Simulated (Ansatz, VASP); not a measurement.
Two plane-wave programs on Ru

File INCAR:

```
PREC     = Accurate       # precision mode
ENCUT    = 520            # plane-wave cutoff, eV
EDIFF    = 1E-6           # SCF threshold, eV
ISMEAR   = -1             # smearing method
SIGMA    = 0.1            # smearing width, eV
LREAL    = F              # projectors in reciprocal space
LASPH    = T              # aspherical terms in the spheres
NELM     = 100            # most SCF steps
ALGO     = Normal         # electronic algorithm
ISIF     = 2              # what is computed and relaxed
LWAVE    = F              # write WAVECAR
LCHARG   = F              # write CHGCAR
NBANDS   = 13             # bands
```

KPOINTS

```
Automatic mesh
0
Gamma
  17 17 17
```

Contents of POSCAR:

```
Ru
1.0
    2.4225397869      0.0000000000      0.0000000000
    0.0000000000      2.4225397869      0.0000000000
    0.0000000000      0.0000000000      2.4225397869
Ru
1
Direct
    0.0000000000      0.0000000000      0.0000000000
```

Input for Ansatz:

```yaml
crystal:
  lattice:
    - [2.4225397869, 0.0, 0.0]
    - [0.0, 2.4225397869, 0.0]
    - [0.0, 0.0, 2.4225397869]
  atoms:
    - { symbol: Ru, position: [0.0, 0.0, 0.0] }
kpoints:
  mp_grid: { grid: [17, 17, 17] }
scf:
  occupations: { method: fermi_dirac, width: 0.1 }
hamiltonian:
  xc: lda
  pseudopotentials: { kind: paw }
output:
  forces: true
  stress: true
  eigenvalues: true
  populations: true
  write_density: true
  write_potential: true
  elf: true
  volumetric_format: npy
```

Change from the starting cell: volume scaled by 0.95, PAW files.

Alike in both runs: task single point; functional LDA; k mesh 17 × 17 × 17; occupations fermi-dirac, width 0.1 eV; no spin polarisation.

|  | VASP | Ansatz |
| --- | --- | --- |
| version | VASP 6.6.1 | Ansatz 0.2.0 |
| potentials or method | VASP PAW LDA potentials, release 64 (Ru_pv) | PAW with Ansatz's default frozen-core files, scalar-relativistic |
| plane-wave cutoff (eV) | 520 | 420 |
| valence electrons in the cell | 14 | 16 |

```csv
,VASP,Ansatz,Ansatz less VASP
pressure (GPa),16.4,15.2,-1.20
```

LDA's correlation is that of Perdew and Zunger in VASP and of Perdew and Wang (1992) in Ansatz. VASP's potentials hold 14 valence electrons a cell and Ansatz's 16, so a difference there can come from the potentials and not from the codes.
